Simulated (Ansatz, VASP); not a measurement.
Cr: VASP beside Ansatz

```xyz
1
Lattice="-1.4150 1.4150 1.4150 1.4150 -1.4150 1.4150 1.4150 1.4150 -1.4150" Properties=species:S:1:pos:R:3 pbc="T T T"
Cr    0.0000    0.0000    0.0000
```

Alike in both runs: task single point; functional r2SCAN; k mesh 15 × 15 × 15; occupations fermi-dirac, width 0.6 eV; no spin polarisation.

|  | VASP | Ansatz |
| --- | --- | --- |
| version | VASP 6.6.1 | Ansatz 0.2.0 |
| potentials or method | VASP PAW PBE potentials, release 64 (Cr_pv), cutoff 550 eV | plane waves (500 eV) with PAW, scalar-relativistic |
| valence electrons in the cell | 12 | 14 |

|  | VASP | Ansatz | Ansatz less VASP |
| --- | --- | --- | --- |
| pressure (GPa) | 13.0 | 12.0 | -1.03 |

VASP's potentials were made for PBE, not for r2SCAN. VASP's potentials hold 12 valence electrons a cell and Ansatz's 14, so a difference there can come from the potentials and not from the codes.
